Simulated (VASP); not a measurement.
# HfC (Fm-3m) in VASP: further runs

Runs on HfC. Level: PBEsol. Tasks: single point, relaxation of cell and atoms.

Everything below comes from runs of VASP 6.6.1. Logs are shortened: lines on timing, memory, paths and dates and some standing lists are left out, and cuts for length are marked.

**1. The cell of the first run**

It takes space group Fm-3m (No. 225, cubic). Conventional cell: a = 4.607 Å, b = 4.607 Å, c = 4.607 Å, α = 90.00°, β = 90.00°, γ = 90.00°. Hf (site symmetry m-3m) has 6 C at 2.30 Å within 3.0 Å. C (site symmetry m-3m) has 6 Hf at 2.30 Å within 3.0 Å.

**2. Single point, PBEsol**

Input file INCAR:

```
PREC = Accurate
ENCUT = 520
EDIFF = 1E-6
ISMEAR = -1
SIGMA = 0.05
LREAL = F
LASPH = T
NELM = 100
ALGO = Normal
ISIF = 2
LWAVE = F
LCHARG = F
GGA = PS
NBANDS = 14
```

Input file KPOINTS:

```
Automatic mesh
0
Gamma
  7 7 7
```

Input file POSCAR:

```
HfC
1.0
    0.0000000000      2.3035982051      2.3035982051
    2.3035982051      0.0000000000      2.3035982051
    2.3035982051      2.3035982051      0.0000000000
Hf C
1 1
Direct
    0.0000000000      0.0000000000      0.0000000000
    0.5000000000      0.5000000000      0.5000000000
```

Potentials or basis: VASP PAW PBE potentials, release 64 (Hf_pv, C).

On the command line:

```
> cat potpaw_PBE.64/Hf_pv/POTCAR potpaw_PBE.64/C/POTCAR > POTCAR
> mpirun -np 1 vasp_std > vasp.out
```

OUTCAR:

```text
PREC = Accurate
   ENCUT = 520
   EDIFF = 1E-6
   ISMEAR = -1
   LREAL = F
   LASPH = T
   NELM = 100
   ISIF = 2
   GGA = PS

 ion  position               nearest neighbor table
   1  0.000  0.000  0.000-   2 2.30   2 2.30   2 2.30   2 2.30   2 2.30   2 2.30
   2  0.500  0.500  0.500-   1 2.30   1 2.30   1 2.30   1 2.30   1 2.30   1 2.30

  LATTYP: Found a face centered cubic cell.
 ALAT       =     4.6071964102

  Lattice vectors:

 A1 = (   0.0000000000,   2.3035982051,   2.3035982051)
 A2 = (   2.3035982051,   0.0000000000,   2.3035982051)
 A3 = (   2.3035982051,   2.3035982051,   0.0000000000)

Analysis of symmetry for initial positions (statically):
=====================================================================
 Subroutine PRICEL returns:
 Original cell was already a primitive cell.

 Routine SETGRP: Setting up the symmetry group for a
 face centered cubic supercell.

 Subroutine GETGRP returns: Found 48 space group operations
 (whereof 48 operations were pure point group operations)
 out of a pool of 48 trial point group operations.

The static configuration has the point symmetry O_h .

Analysis of symmetry for dynamics (positions and initial velocities):
=====================================================================
 Subroutine PRICEL returns:
 Original cell was already a primitive cell.

 Routine SETGRP: Setting up the symmetry group for a
 face centered cubic supercell.

 Subroutine GETGRP returns: Found 48 space group operations
 (whereof 48 operations were pure point group operations)
 out of a pool of 48 trial point group operations.

The dynamic configuration has the point symmetry O_h .

 Subroutine INISYM returns: Found 48 space group operations
 (whereof 48 operations are pure point group operations),
 and found     1 'primitive' translations

----------------------------------------------------------------------------------------

                                     Primitive cell

  volume of cell :      24.4484

  direct lattice vectors                    reciprocal lattice vectors
     0.000000000  2.303598205  2.303598205    -0.217051741  0.217051741  0.217051741
     2.303598205  0.000000000  2.303598205     0.217051741 -0.217051741  0.217051741
     2.303598205  2.303598205  0.000000000     0.217051741  0.217051741 -0.217051741

  length of vectors
     3.257779824  3.257779824  3.257779824     0.375944643  0.375944643  0.375944643

  position of ions in fractional coordinates (direct lattice)
     0.000000000  0.000000000  0.000000000
     0.500000000  0.500000000  0.500000000

  ion indices of the primitive-cell ions
   primitive index   ion index
                 1           1
                 2           2

----------------------------------------------------------------------------------------

 KPOINTS: Automatic mesh

Automatic generation of k-mesh.
 Grid dimensions read from file:
 generate k-points for:    7    7    7

 Generating k-lattice:

  Cartesian coordinates                     Fractional coordinates (reciprocal lattice)
    -0.031007392  0.031007392  0.031007392     0.142857143  0.000000000  0.000000000
     0.031007392 -0.031007392  0.031007392     0.000000000  0.142857143  0.000000000
     0.031007392  0.031007392 -0.031007392     0.000000000  0.000000000  0.142857143

  Length of vectors
     0.053706378  0.053706378  0.053706378

  Shift w.r.t. Gamma in fractional coordinates (k-lattice)
     0.000000000  0.000000000  0.000000000

 Subroutine IBZKPT returns following result:
 ===========================================

 Found     20 irreducible k-points:

 Following reciprocal coordinates:
            Coordinates               Weight
  0.000000  0.000000  0.000000      1.000000
  0.142857  0.000000  0.000000      8.000000
  0.285714  0.000000  0.000000      8.000000
  0.428571  0.000000  0.000000      8.000000
  0.142857  0.142857  0.000000      6.000000
  0.285714  0.142857  0.000000     24.000000
[... 12 lines left out ...]
 -0.428571  0.428571  0.142857     24.000000
 -0.285714  0.428571  0.142857     24.000000
   k-points           NKPTS =     20   k-points in BZ     NKDIM =     20   number of bands    NBANDS=     14
   number of dos      NEDOS =    301   number of ions     NIONS =      2
   total plane-waves  NPLWV =  13824
   dimension x,y,z NGX =    24 NGY =   24 NGZ =   24
   dimension x,y,z NGXF=    48 NGYF=   48 NGZF=   48
   ions per type =               1   1
   NGX,Y,Z   is equivalent  to a cutoff of  12.25, 12.25, 12.25 a.u.
   NGXF,Y,Z  is equivalent  to a cutoff of  24.49, 24.49, 24.49 a.u.
 SYSTEM =  unknown system
   PREC   = accura    normal or accurate (medium, high low for compatibility)
   ISTART =      0    job   : 0-new  1-cont  2-samecut
   ICHARG =      2    charge: 1-file 2-atom 10-const
   ISPIN  =      1    spin polarized calculation?
   LNONCOLLINEAR =      F non collinear calculations
   LSORBIT =      F    spin-orbit coupling
   LASPH  =      T    aspherical Exc in radial PAW
   ENCUT  =  520.0 eV  38.22 Ry    6.18 a.u.   6.06  6.06  6.06*2*pi/ulx,y,z
   NELM   =    100;   NELMIN=  2; NELMDL= -5     # of ELM steps
   EDIFF  = 0.1E-05   stopping-criterion for ELM
   LREAL  =      F    real-space projection
   EDIFFG = 0.1E-04   stopping-criterion for IOM
   NSW    =      0    number of steps for IOM
   IBRION =     -1    ionic relax: 0-MD 1-quasi-New 2-CG
   NFREE  =      0    steps in history (QN), initial steepest desc. (CG)
   ISIF   =      2    stress and relaxation
   ISYM   =      2    0-nonsym 1-usesym 2-fastsym
   POTIM  = 0.5000    time-step for ionic-motion
   TEBEG  =    0.0;   TEEND  =   0.0 temperature during run
   PSTRESS=    0.0 pullay stress
   NELECT =      14.0000    total number of electrons
   NUPDOWN=      -1.0000    fix difference up-down
   EMIN   =  10.00;   EMAX   =-10.00  energy-range for DOS
   EFERMI =   0.00;   METHOD = LEGACY
   ISMEAR =    -1;   SIGMA  =   0.05  broadening in eV -4-tet -1-fermi 0-gaus
   EFERMI_NEDOS =   21; number of points for ismear=-14 and -15
   IALGO  =     38    algorithm
   IMIX   =      4    mixing-type and parameters
     AMIX     =   0.40;   BMIX     =  1.00
     AMIX_MAG =   1.60;   BMIX_MAG =  1.00
  volume/ion in A,a.u.               =      12.22        82.49
  Fermi-wavevector in a.u.,A,eV,Ry     =   1.359463  2.569013 25.145473  1.848140
  Thomas-Fermi vector in A             =   2.486209
   LORBIT       =      0    0 simple, 1 ext, 2 COOP (PROOUT), +10 PAW based schemes
   GGA     = PS    functional components
   LHFCALC =     F    Hartree Fock is set to
   AEXX    =    0.0000 exact exchange contribution
   IVDW    =     0    specifies the selected vdW correction
   LEPSILON=     F    determine dielectric tensor
   LRPA    =     F    only Hartree local field effects (RPA)
 non-spin polarized calculation
  energy-cutoff  :      520.00
  volume of cell :       24.45
 maximum number of plane-waves:       670
   NGX = 13   NGY = 13   NGZ = 13

 number of electron      14.0000002 magnetization

 Free energy of the ion-electron system (eV)
  ---------------------------------------------------
  ext. energy  EPLUGINS =         0.00000000
  ---------------------------------------------------
  free energy    TOTEN  =       -22.18894008 eV

  energy without entropy =      -22.18426716  energy(sigma->0) =      -22.18660362

 E-fermi :   5.9236     XC(G=0): -12.5569

 val. band max:        5.9033569368   @ k =   0.4286   0.4286   0.0000
 cond. band min:       6.4558743587   @ k =  -0.4286   0.4286   0.0000
 fundamental gap:      0.5525174219
 Fermi energy:         5.9236447875

 k-point     1 :       0.0000    0.0000    0.0000
  band No.  band energies     occupation
      1     -23.3473      2.00000
      2     -23.3473      2.00000
      3     -23.3473      2.00000
      4      -6.4048      2.00000
      5       7.0698      0.00000
      6       7.0698      0.00000
      7       7.0698      0.00000
      8       7.3712      0.00000
      9       7.3712      0.00000
     10       7.3712      0.00000
     11       9.4697      0.00000
     12       9.4697      0.00000
     13      13.1872      0.00000
     14      17.0454      0.00000

 k-point     2 :       0.1429    0.0000    0.0000
  band No.  band energies     occupation
      1     -23.4996      2.00000
      2     -23.3618      2.00000
      3     -23.3618      2.00000
      4      -5.8777      2.00000
      5       4.8721      2.00000
      6       5.4594      1.99981
      7       5.4594      1.99981
      8       8.0805      0.00000
      9       8.0805      0.00000
     10       8.4544      0.00000
     11      11.4601      0.00000
     12      11.4601      0.00000
     13      14.1970      0.00000
     14      18.4471      0.00000

 k-point     3 :       0.2857    0.0000    0.0000
  band No.  band energies     occupation
      1     -23.8252      2.00000
      2     -23.3941      2.00000
      3     -23.3941      2.00000
      4      -4.5097      2.00000
      5       2.3220      2.00000
      6       3.8798      2.00000
      7       3.8798      2.00000
      8       9.3286      0.00000
      9       9.5132      0.00000
     10       9.5132      0.00000
     11      14.5636      0.00000
     12      14.5636      0.00000
     13      15.4666      0.00000
     14      19.9278      0.00000

 k-point     4 :       0.4286    0.0000    0.0000
  band No.  band energies     occupation
      1     -24.0717      2.00000
      2     -23.4197      2.00000
      3     -23.4197      2.00000
      4      -2.8567      2.00000
      5       0.1960      2.00000
      6       3.0450      2.00000
      7       3.0450      2.00000
      8      11.0181      0.00000
      9      11.1546      0.00000
     10      11.1546      0.00000
     11      13.7728      0.00000
     12      17.2217      0.00000
     13      17.2217      0.00000
     14      19.9224      0.00000

 k-point     5 :       0.1429    0.1429    0.0000
  band No.  band energies     occupation
      1     -23.4889      2.00000
      2     -23.3967      2.00000
      3     -23.3967      2.00000
      4      -5.7387      2.00000
      5       4.0522      2.00000
      6       5.8922      1.30419
      7       5.8922      1.30418
      8       6.4919      0.00002
      9       9.5377      0.00000
     10       9.5377      0.00000
     11       9.7880      0.00000
[... 208 lines left out ...]
 k-point    18 :      -0.4286    0.2857    0.1429
  band No.  band energies     occupation
      1     -23.9484      2.00000
      2     -23.6561      2.00000
      3     -23.5004      2.00000
      4      -3.3350      2.00000
      5       1.3139      2.00000
      6       3.2871      2.00000
      7       3.6311      2.00000
      8       9.1235      0.00000
      9      10.9586      0.00000
     10      12.2269      0.00000
     11      14.1665      0.00000
     12      15.9790      0.00000
     13      17.8691      0.00000
     14      19.3711      0.00000

 k-point    19 :      -0.4286    0.4286    0.1429
  band No.  band energies     occupation
      1     -23.9333      2.00000
      2     -23.6712      2.00000
      3     -23.5906      2.00000
      4      -3.9475      2.00000
      5       2.7871      2.00000
      6       3.5611      2.00000
      7       4.1481      2.00000
      8       7.6074      0.00000
      9      11.8393      0.00000
     10      12.7878      0.00000
     11      12.9066      0.00000
     12      15.5159      0.00000
     13      17.0507      0.00000
     14      19.1874      0.00000

 k-point    20 :      -0.2857    0.4286    0.1429
  band No.  band energies     occupation
      1     -23.8410      2.00000
      2     -23.8095      2.00000
      3     -23.5752      2.00000
      4      -3.5985      2.00000
      5       2.3611      2.00000
      6       3.2781      2.00000
      7       3.7196      2.00000
      8       8.9613      0.00000
      9      10.5144      0.00000
     10      12.7993      0.00000
     11      13.8431      0.00000
     12      14.8162      0.00000
     13      19.1909      0.00000
     14      19.9680      0.00000

------------------------ aborting loop because EDIFF is reached ----------------------------------------

  FORCE on cell =-STRESS in cart. coord.  units (eV):
  Direction    XX          YY          ZZ          XY          YZ          ZX
  --------------------------------------------------------------------------------------
  -------------------------------------------------------------------------------------
  Total       -0.0465520     -0.0465520     -0.0465520      0.0000000      0.0000000     -0.0000000
  in kB       -3.0506959     -3.0506959     -3.0506959      0.0000000      0.0000000     -0.0000000
  external PRESSURE =      -3.0506959 kB  Pullay stress =       0.0000000 kB

 VOLUME and BASIS-vectors are now :
 -----------------------------------------------------------------------------
  energy-cutoff  :      520.00
  volume of cell :       24.45
      direct lattice vectors                 reciprocal lattice vectors
     0.000000000  2.303598205  2.303598205    -0.217051741  0.217051741  0.217051741
     2.303598205  0.000000000  2.303598205     0.217051741 -0.217051741  0.217051741
     2.303598205  2.303598205  0.000000000     0.217051741  0.217051741 -0.217051741

 POSITION                                       TOTAL-FORCE (eV/Angst)
 -----------------------------------------------------------------------------------
      0.00000      0.00000      0.00000        -0.000000      0.000000      0.000000
      2.30360      2.30360      2.30360         0.000000     -0.000000     -0.000000
 -----------------------------------------------------------------------------------
    total drift:                                0.000000     -0.000000     -0.000000

  FREE ENERGIE OF THE ION-ELECTRON SYSTEM (eV)
  ---------------------------------------------------
  free  energy   TOTEN  =       -22.1889400805 eV

  energy  without entropy=      -22.1842671566  energy(sigma->0) =      -22.18660362
```

Wall time 12 s (1 thread of Intel Xeon 8259CL, shared host); peak memory 0.14 GiB.

What came out:

```
Free energy            : -22.1889 eV
Pressure               : -0.3 GPa
Band gap on the k mesh : zero (band 7 reaches 7.07 eV, above the bottom of band 8 at 5.61 eV)
```

Caveat: the PAW data sets were made with another functional, which shifts forces and pressure a little; spin-orbit coupling is left out, which moves the levels of the heavy elements.

**3. Relaxation of cell and atoms, PBEsol**

Input file INCAR:

```
SYSTEM = HfC
PREC = Accurate
ENCUT = 600
EDIFF = 1E-6
ISMEAR = -1
SIGMA = 0.05
LREAL = .False.
LASPH = .True.
NELM = 100
ALGO = Normal
ISIF = 3
LWAVE = .False.
LCHARG = .False.
GGA = PS
IBRION = 2
NSW = 80
EDIFFG = -0.01
```

Input file KPOINTS:

```
regular mesh
0
Gamma
  7 7 7
  0 0 0
```

POSCAR is that of step 2.

Potentials or basis: VASP PAW PBE potentials, release 64 (Hf_pv, C).

On the command line:

```
> cat potpaw_PBE.64/Hf_pv/POTCAR potpaw_PBE.64/C/POTCAR > POTCAR
> mpirun -np 1 vasp_std > vasp.out
```

It took 26 s on 1 thread of Intel Xeon 8259CL, shared host; peak memory 0.16 GiB.

The run converged. Its results:

```
Free energy                            : -22.1900 eV
Relaxed volume                         : 12.21 Å³/atom
Relaxed cell                           : a = 3.256 Å, b = 3.256 Å, c = 3.256 Å, α = 60.00°, β = 60.00°, γ = 60.00°
Space group after relaxing (to 0.05 Å) : Fm-3m (No. 225)
Energy gained by relaxing              : 0.0 meV/atom
Ionic steps                            : 3
Pressure after relaxing                : 0.0 GPa
Band gap on the k mesh                 : zero (band 7 reaches 7.08 eV, above the bottom of band 8 at 5.63 eV)
```

Final structure:
```cif
data_structure
_symmetry_space_group_name_H-M 'P 1'
_symmetry_Int_Tables_number 1
_cell_length_a 3.2561
_cell_length_b 3.2561
_cell_length_c 3.2561
_cell_angle_alpha 60.000
_cell_angle_beta 60.000
_cell_angle_gamma 60.000
_cell_volume 24.41
loop_
_atom_site_label
_atom_site_type_symbol
_atom_site_fract_x
_atom_site_fract_y
_atom_site_fract_z
_atom_site_occupancy
Hf1 Hf 0.00000 0.00000 0.00000 1
C1 C 0.50000 0.50000 0.50000 1
```

Levels at points of the mesh, in eV from the Fermi level:
```csv
k point,band 4,band 5,band 6,band 7,band 8,band 9,band 10,band 11
"(0.00, 0.00, 0.00)",-12.34,1.15,1.15,1.15,1.45,1.45,1.45,3.55
```

Caveat: the PAW data sets were made with another functional, which shifts forces and pressure a little; spin-orbit coupling is left out, which moves the levels of the heavy elements.
